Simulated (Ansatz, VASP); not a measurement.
# One calculation of Ga2PN, two programs

```xyz
4
Lattice="3.2409 0.0000 0.0000 -1.6204 2.8067 0.0000 0.0000 0.0000 5.9532" Properties=species:S:1:pos:R:3 pbc="T T T"
Ga    1.6204    0.9356    4.6691
Ga    1.6204    0.9356    1.2841
P     0.0000    1.8711    2.9766
N     0.0000    0.0000    0.0000
```

Change from the starting cell: species swapped into the BiSbPt2 type (P-6m2, No. 187).

Alike in both runs: functional PBE; k mesh 6 × 6 × 4; occupations gaussian, width 0.1 eV; no spin polarisation.

Ansatz relaxed the structure, and its values are those at the end. VASP's run is a single point on that final structure, the one shown.

```csv
,VASP,Ansatz
version,VASP 6.6.1,Ansatz 0.2.0
potentials or method,"VASP PAW PBE potentials, release 64 (Ga_d, P, N), cutoff 600 eV","scalar-relativistic, plane waves, PAW"
valence electrons in the cell,36,36
```

Ansatz gave:

| Quantity | Value |
| --- | --- |
| gap on the k mesh at the Fermi level (eV) | none |
| pressure (GPa) | 0.0 |
| rms of the force components (eV/Å) | 0.005 |

Q: What did VASP give for the same quantities?

A: gap on the k mesh at the Fermi level (eV): none; pressure (GPa): 0.1; rms of the force components (eV/Å): 0.007.

A gap of «none» marks a metal or a gap that the smearing closes.

The k mesh is coarse, so the values compare programs but aren't converged.
